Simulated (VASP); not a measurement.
# MnRh2 (Fd-3m) in VASP: notebook

The runs below take MnRh2 through single point, relaxation of cell and atoms, with PBE.

Everything below comes from runs of VASP 6.6.1. Logs are shortened: lines on timing, memory, paths and dates and some standing lists are left out, and cuts for length are marked.

## Step 1: The cell of the first run

It takes space group Fd-3m (No. 227, cubic). The conventional cell has a = 7.199 Å, b = 7.199 Å, c = 7.199 Å, α = 90.00°, β = 90.00°, γ = 90.00°. Within 3.9 Å of Mn (site symmetry -43m) lie 12 Rh at 2.98 Å and 4 Mn at 3.12 Å. Rh (site symmetry -3m) has 6 Rh at 2.55 Å and 6 Mn at 2.98 Å within 3.4 Å.

## Step 2: Single point, PBE, collinear spin, ferromagnetic start

Contents of INCAR:

```
  ALGO = Normal
  EDIFF = 1E-6
  ENCUT = 520
  GGA = PE
  ISIF = 2
  ISMEAR = 0
  ISPIN = 2
  LASPH = T
  LCHARG = F
  LMAXMIX = 4
  LORBIT = 11
  LREAL = F
  LWAVE = F
  MAGMOM = 4.12 4.12 0.21 0.21 0.21 0.21
  NBANDS = 56
  NELM = 150
  PREC = Accurate
  SIGMA = 0.1
```

Contents of KPOINTS:

```
k-points
0
Gamma
  4 4 4
```

Contents of POSCAR:

```
MnRh2
1.0
    0.0000000000      3.5992754143      3.5992754143
    3.5992754143      0.0000000000      3.5992754143
    3.5992754143      3.5992754143      0.0000000000
Mn Rh
2 4
Direct
    0.0000000000      0.0000000000      0.0000000000
    0.2500000000      0.2500000000      0.2500000000
    0.6250000000      0.6250000000      0.6250000000
    0.1250000000      0.6250000000      0.6250000000
    0.6250000000      0.6250000000      0.1250000000
    0.6250000000      0.1250000000      0.6250000000
```

Potentials or basis: VASP PAW PBE potentials, release 64 (Mn_pv, Rh_pv).

On the command line:

```sh
cat potpaw_PBE.64/Mn_pv/POTCAR potpaw_PBE.64/Rh_pv/POTCAR > POTCAR
mpirun -np 1 vasp_std > vasp.out
```

OUTCAR:

```text
EDIFF = 1E-6
   ENCUT = 520
   GGA = PE
   ISIF = 2
   ISMEAR = 0
   ISPIN = 2
   LASPH = T
   LORBIT = 11
   LREAL = F
   NELM = 150
   PREC = Accurate

 ion  position               nearest neighbor table
   1  0.000  0.000  0.000-   3 2.98   5 2.98   6 2.98   3 2.98   4 2.98   5 2.98   3 2.98   4 2.98
                             6 2.98   4 2.98   5 2.98   6 2.98   2 3.12   2 3.12   2 3.12   2 3.12
   2  0.250  0.250  0.250-   3 2.98   4 2.98   6 2.98   3 2.98   4 2.98   5 2.98   3 2.98   5 2.98
                             6 2.98   4 2.98   5 2.98   6 2.98   1 3.12   1 3.12   1 3.12   1 3.12
   3  0.625  0.625  0.625-   4 2.55   5 2.55   6 2.55   5 2.55   6 2.55   4 2.55   1 2.98   2 2.98
                             1 2.98   2 2.98   1 2.98   2 2.98
   4  0.125  0.625  0.625-   3 2.55   5 2.55   6 2.55   3 2.55   5 2.55   6 2.55   2 2.98   1 2.98
                             2 2.98   1 2.98   1 2.98   2 2.98
   5  0.625  0.625  0.125-   3 2.55   3 2.55   4 2.55   6 2.55   6 2.55   4 2.55   1 2.98   2 2.98
                             1 2.98   2 2.98   1 2.98   2 2.98
   6  0.625  0.125  0.625-   3 2.55   5 2.55   3 2.55   4 2.55   5 2.55   4 2.55   1 2.98   2 2.98
                             1 2.98   2 2.98   1 2.98   2 2.98

  LATTYP: Found a face centered cubic cell.
 ALAT       =     7.1985508286

  Lattice vectors:

 A1 = (   0.0000000000,   3.5992754143,   3.5992754143)
 A2 = (   3.5992754143,   0.0000000000,   3.5992754143)
 A3 = (   3.5992754143,   3.5992754143,   0.0000000000)

Analysis of symmetry for initial positions (statically):
=====================================================================
 Subroutine PRICEL returns:
 Original cell was already a primitive cell.

 Routine SETGRP: Setting up the symmetry group for a
 face centered cubic supercell.

 Subroutine GETGRP returns: Found 48 space group operations
 (whereof 24 operations were pure point group operations)
 out of a pool of 48 trial point group operations.

The static configuration has the point symmetry T_d .
 The point group associated with its full space group is O_h .

Analysis of symmetry for dynamics (positions and initial velocities):
=====================================================================
 Subroutine PRICEL returns:
 Original cell was already a primitive cell.

 Routine SETGRP: Setting up the symmetry group for a
 face centered cubic supercell.

 Subroutine GETGRP returns: Found 48 space group operations
 (whereof 24 operations were pure point group operations)
 out of a pool of 48 trial point group operations.

The dynamic configuration has the point symmetry T_d .
 The point group associated with its full space group is O_h .

Analysis of structural, dynamic, and magnetic symmetry:
=====================================================================
 Subroutine PRICEL returns:
 Original cell was already a primitive cell.

 Routine SETGRP: Setting up the symmetry group for a
 face centered cubic supercell.

 Subroutine GETGRP returns: Found 48 space group operations
 (whereof 24 operations were pure point group operations)
 out of a pool of 48 trial point group operations.

The overall configuration has the point symmetry T_d .
 The point group associated with its full space group is O_h .

 Subroutine INISYM returns: Found 48 space group operations
 (whereof 24 operations are pure point group operations),
 and found     1 'primitive' translations

----------------------------------------------------------------------------------------

                                     Primitive cell

  volume of cell :      93.2557

  direct lattice vectors                    reciprocal lattice vectors
     0.000000000  3.599275414  3.599275414    -0.138916849  0.138916849  0.138916849
     3.599275414  0.000000000  3.599275414     0.138916849 -0.138916849  0.138916849
     3.599275414  3.599275414  0.000000000     0.138916849  0.138916849 -0.138916849

  length of vectors
     5.090144106  5.090144106  5.090144106     0.240611041  0.240611041  0.240611041

  position of ions in fractional coordinates (direct lattice)
     0.000000000  0.000000000  0.000000000
     0.250000000  0.250000000  0.250000000
     0.625000000  0.625000000  0.625000000
     0.125000000  0.625000000  0.625000000
     0.625000000  0.625000000  0.125000000
[... 48 lines left out ...]
   number of dos      NEDOS =    301   number of ions     NIONS =      6
   total plane-waves  NPLWV =  64000
   dimension x,y,z NGX =    40 NGY =   40 NGZ =   40
   dimension x,y,z NGXF=    80 NGYF=   80 NGZF=   80
   ions per type =               2   4
   NGX,Y,Z   is equivalent  to a cutoff of  13.06, 13.06, 13.06 a.u.
   NGXF,Y,Z  is equivalent  to a cutoff of  26.13, 26.13, 26.13 a.u.
 SYSTEM =  unknown system
   PREC   = accura    normal or accurate (medium, high low for compatibility)
   ISTART =      0    job   : 0-new  1-cont  2-samecut
   ICHARG =      2    charge: 1-file 2-atom 10-const
   ISPIN  =      2    spin polarized calculation?
   LNONCOLLINEAR =      F non collinear calculations
   LSORBIT =      F    spin-orbit coupling
   LASPH  =      T    aspherical Exc in radial PAW
   ENCUT  =  520.0 eV  38.22 Ry    6.18 a.u.   9.46  9.46  9.46*2*pi/ulx,y,z
   NELM   =    150;   NELMIN=  2; NELMDL= -5     # of ELM steps
   EDIFF  = 0.1E-05   stopping-criterion for ELM
   LREAL  =      F    real-space projection
   EDIFFG = 0.1E-04   stopping-criterion for IOM
   NSW    =      0    number of steps for IOM
   IBRION =     -1    ionic relax: 0-MD 1-quasi-New 2-CG
   NFREE  =      0    steps in history (QN), initial steepest desc. (CG)
   ISIF   =      2    stress and relaxation
   ISYM   =      2    0-nonsym 1-usesym 2-fastsym
   POTIM  = 0.5000    time-step for ionic-motion
   TEBEG  =    0.0;   TEEND  =   0.0 temperature during run
   PSTRESS=    0.0 pullay stress
   NELECT =      86.0000    total number of electrons
   NUPDOWN=      -1.0000    fix difference up-down
   EMIN   =  10.00;   EMAX   =-10.00  energy-range for DOS
   EFERMI =   0.00;   METHOD = LEGACY
   ISMEAR =     0;   SIGMA  =   0.10  broadening in eV -4-tet -1-fermi 0-gaus
   EFERMI_NEDOS =   21; number of points for ismear=-14 and -15
   IALGO  =     38    algorithm
   IMIX   =      4    mixing-type and parameters
     AMIX     =   0.40;   BMIX     =  1.00
     AMIX_MAG =   1.60;   BMIX_MAG =  1.00
  volume/ion in A,a.u.               =      15.54       104.89
  Fermi-wavevector in a.u.,A,eV,Ry     =   1.593490  3.011259 34.548038  2.539209
  Thomas-Fermi vector in A             =   2.691712
   LORBIT       =     11    0 simple, 1 ext, 2 COOP (PROOUT), +10 PAW based schemes
   GGA     = PE    functional components
   LHFCALC =     F    Hartree Fock is set to
   AEXX    =    0.0000 exact exchange contribution
   IVDW    =     0    specifies the selected vdW correction
   LEPSILON=     F    determine dielectric tensor
   LRPA    =     F    only Hartree local field effects (RPA)
 spin polarized calculation
 Gauss-broadening in eV      SIGMA  =   0.10
  energy-cutoff  :      520.00
  volume of cell :       93.26
 maximum number of plane-waves:      2565
 NGX is ok and might be reduce to    40
   NGX = 19   NGY = 19   NGZ = 19

 number of electron      86.0000029 magnetization       8.9913958

 Free energy of the ion-electron system (eV)
  ---------------------------------------------------
  ext. energy  EPLUGINS =         0.00000000
  ---------------------------------------------------
  free energy    TOTEN  =       -45.97934459 eV

  energy without entropy =      -45.96277011  energy(sigma->0) =      -45.97105735

 E-fermi :   9.0182     XC(G=0): -12.6716

 val. band max:        8.9855781391   @ k =   0.2500   0.0000   0.0000
 cond. band min:       9.0484113671   @ k =   0.0000   0.0000   0.0000
 fundamental gap:      0.0628332281
 Fermi energy:         9.0181572321

 spin component 1

 k-point     1 :       0.0000    0.0000    0.0000
  band No.  band energies     occupation
      1     -40.9906      1.00000
      2     -40.9906      1.00000
      3     -40.9906      1.00000
      4     -40.9739      1.00000
      5     -40.9739      1.00000
      6     -40.9739      1.00000
[... 453 lines left out ...]
     54      14.3011      0.00000
     55      15.9993      0.00000
 Fermi energy:         9.0181572321

 spin component 2

 k-point     1 :       0.0000    0.0000    0.0000
  band No.  band energies     occupation
      1     -38.1612      1.00000
      2     -37.4861      1.00000
      3     -37.4861      1.00000
      4     -37.4861      1.00000
      5     -37.2035      1.00000
      6     -37.2035      1.00000
[... 453 lines left out ...]
     54      15.1383      0.00000
     55      16.9461      0.00000
 [bands above 55 left out]

------------------------ aborting loop because EDIFF is reached ----------------------------------------

  FORCE on cell =-STRESS in cart. coord.  units (eV):
  Direction    XX          YY          ZZ          XY          YZ          ZX
  --------------------------------------------------------------------------------------
  -------------------------------------------------------------------------------------
  Total        0.1657911      0.1657911      0.1657911      0.0000000      0.0000000      0.0000000
  in kB        2.8483707      2.8483707      2.8483707      0.0000000      0.0000000      0.0000000
  external PRESSURE =       2.8483707 kB  Pullay stress =       0.0000000 kB

 VOLUME and BASIS-vectors are now :
 -----------------------------------------------------------------------------
  energy-cutoff  :      520.00
  volume of cell :       93.26
      direct lattice vectors                 reciprocal lattice vectors
     0.000000000  3.599275414  3.599275414    -0.138916849  0.138916849  0.138916849
     3.599275414  0.000000000  3.599275414     0.138916849 -0.138916849  0.138916849
     3.599275414  3.599275414  0.000000000     0.138916849  0.138916849 -0.138916849

 POSITION                                       TOTAL-FORCE (eV/Angst)
 -----------------------------------------------------------------------------------
      0.00000      0.00000      0.00000         0.000000      0.000000      0.000000
      1.79964      1.79964      1.79964        -0.000000     -0.000000     -0.000000
      4.49909      4.49909      4.49909        -0.000000     -0.000000      0.000000
      4.49909      2.69946      2.69946         0.000000     -0.000000      0.000000
      2.69946      2.69946      4.49909        -0.000000     -0.000000      0.000000
      2.69946      4.49909      2.69946        -0.000000     -0.000000      0.000000
 -----------------------------------------------------------------------------------
    total drift:                                0.000000      0.000000      0.000000

  FREE ENERGIE OF THE ION-ELECTRON SYSTEM (eV)
  ---------------------------------------------------
  free  energy   TOTEN  =       -45.9793445886 eV

  energy  without entropy=      -45.9627701103  energy(sigma->0) =      -45.97105735

 total charge

# of ion       s       p       d       tot
------------------------------------------
    1        0.244   6.172   4.890  11.306
    2        0.244   6.172   4.890  11.306
    3        0.433   6.267   7.171  13.870
    4        0.433   6.267   7.171  13.870
    5        0.433   6.267   7.171  13.870
    6        0.433   6.267   7.171  13.870
--------------------------------------------------
tot          2.219  37.411  38.463  78.093

 magnetization (x)

# of ion       s       p       d       tot
------------------------------------------
    1        0.024   0.020   3.953   3.997
    2        0.024   0.020   3.953   3.997
    3       -0.027  -0.027   0.238   0.184
    4       -0.027  -0.027   0.238   0.184
    5       -0.027  -0.027   0.238   0.184
    6       -0.027  -0.027   0.238   0.184
--------------------------------------------------
tot         -0.060  -0.068   8.858   8.729
```

Wall time 4.7 min (1 thread of AMD EPYC 7R13, shared host); peak memory 0.28 GiB.

What came out:

```yaml
Free_energy: -45.9793 eV
Pressure: 0.3 GPa
Net_moment: 8.99 μB per cell
Site_moments: Mn +4.00; Rh +0.18 μB
Valence_electrons_inside_the_program's_atomic_spheres: Mn 11.31; Rh 13.87
```

Levels at points of the mesh, in eV from the Fermi level:
Spin up:
| k point | band 43 | band 44 | band 45 | band 46 | band 47 | band 48 | band 49 | band 50 | band 51 | band 52 |
| --- | --- | --- | --- | --- | --- | --- | --- | --- | --- | --- |
| (0.00, 0.00, 0.00) | -0.30 | -0.30 | -0.08 | -0.08 | 1.78 | 1.78 | 1.78 | 2.17 | 2.79 | 2.79 |
| (0.50, 0.00, 0.00) | -0.77 | -0.77 | -0.71 | -0.44 | -0.44 | -0.15 | -0.15 | 1.78 | 2.85 | 2.85 |
| (0.50, 0.50, 0.00) | -1.27 | -1.27 | -1.01 | -1.01 | -0.51 | -0.51 | -0.22 | -0.22 | 2.57 | 2.57 |
Spin down:
```tsv
k point	band 35	band 36	band 37	band 38	band 39	band 40	band 41	band 42
(0.00, 0.00, 0.00)	-0.41	-0.41	0.03	0.03	0.18	0.18	0.18	1.54
(0.50, 0.00, 0.00)	-0.63	-0.63	-0.50	-0.22	-0.22	0.87	0.87	1.01
(0.50, 0.50, 0.00)	-2.02	-2.02	-0.55	-0.55	-0.43	-0.43	0.54	0.54
```

Caveat: the k points lie up to 0.38 Å⁻¹ apart.

## Step 3: Relaxation of cell and atoms, PBE, collinear spin, ferromagnetic start

This run uses another cell than the first one, of 13.01 Å³/atom, 0.837 times its volume.

Contents of INCAR:

```
PREC = Accurate ; ENCUT = 600
EDIFF = 1E-6 ; ISMEAR = 0
SIGMA = 0.1 ; LREAL = False
LASPH = True ; NELM = 150
ALGO = Normal ; ISIF = 3
LWAVE = False ; LCHARG = False
ISPIN = 2 ; MAGMOM = 4.12 4.12 0.21 0.21 0.21 0.21
LORBIT = 11 ; LMAXMIX = 4
GGA = PE ; IBRION = 2
NSW = 90 ; EDIFFG = -0.04
```

Contents of KPOINTS:

```
Automatic mesh
0
Gamma
  4 4 4
```

POSCAR, as its differences from that of step 2:

```diff
@@ -2,5 +2,5 @@
 1.0
-    0.0000000000      3.5992754143      3.5992754143
-    3.5992754143      0.0000000000      3.5992754143
-    3.5992754143      3.5992754143      0.0000000000
+    0.0000000000      3.3920150548      3.3920150548
+    3.3920150548      0.0000000000      3.3920150548
+    3.3920150548      3.3920150548      0.0000000000
 Mn Rh
```

Potentials or basis: VASP PAW PBE potentials, release 64 (Mn_pv, Rh_pv).

On the command line:

```sh
cat potpaw_PBE.64/Mn_pv/POTCAR potpaw_PBE.64/Rh_pv/POTCAR > POTCAR
mpirun -np 1 vasp_std > vasp.out
```

Wall time 28 min (1 thread of AMD EPYC 7R13, shared host); peak memory 0.29 GiB.

It converged, with:

- Free energy: -45.9639 eV
- Relaxed volume: 15.57 Å³/atom
- Relaxed cell: a = 5.093 Å, b = 5.093 Å, c = 5.093 Å, α = 60.00°, β = 60.00°, γ = 60.00°
- Space group after relaxing (to 0.05 Å): Fd-3m (No. 227)
- Energy gained by relaxing: 314.1 meV/atom
- Ionic steps: 5
- Pressure after relaxing: 0.0 GPa
- Net moment: 8.99 μB per cell
- Site moments: Mn +4.00; Rh +0.18 μB
- Valence electrons inside the program's atomic spheres: Mn 11.30; Rh 13.87

The path:
```csv
step,energy change (eV),largest force (eV/Å),pressure (GPa),volume (Å³)
1,0.0000,0.0000,46.71,78.06
2,1.9714,0.0000,-25.22,129.23
3,-1.8694,0.0000,-2.86,95.10
4,-1.8839,0.0000,-0.77,93.85
5,-1.8849,0.0000,0.02,93.40
```

Final structure:
```
CELL_PARAMETERS angstrom
0.00000 3.60118 3.60118
3.60118 0.00000 3.60118
3.60118 3.60118 0.00000
ATOMIC_POSITIONS crystal
Mn 0.00000 0.00000 0.00000
Mn 0.25000 0.25000 0.25000
Rh 0.62500 0.62500 0.62500
Rh 0.12500 0.62500 0.62500
Rh 0.62500 0.62500 0.12500
Rh 0.62500 0.12500 0.62500
```

Levels at points of the mesh, in eV from the Fermi level:
Spin up:
```tsv
k point	band 43	band 44	band 45	band 46	band 47	band 48	band 49	band 50	band 51	band 52
(0.00, 0.00, 0.00)	-0.31	-0.31	-0.08	-0.08	1.78	1.78	1.78	2.16	2.79	2.79
(0.50, 0.00, 0.00)	-0.77	-0.77	-0.70	-0.44	-0.44	-0.15	-0.15	1.78	2.84	2.84
(0.50, 0.50, 0.00)	-1.26	-1.26	-1.01	-1.01	-0.51	-0.51	-0.22	-0.22	2.56	2.56
```
Spin down:
```tsv
k point	band 36	band 37	band 38	band 39	band 40	band 41
(0.00, 0.00, 0.00)	-0.41	0.03	0.03	0.18	0.18	0.18
(0.50, 0.00, 0.00)	-0.63	-0.49	-0.22	-0.22	0.87	0.87
(0.50, 0.50, 0.00)	-2.01	-0.55	-0.55	-0.42	-0.42	0.54
```

Caveat: the k points lie up to 0.38 Å⁻¹ apart in the final cell; the volume moved by over 15 % at a fixed basis, so the end points are rough.
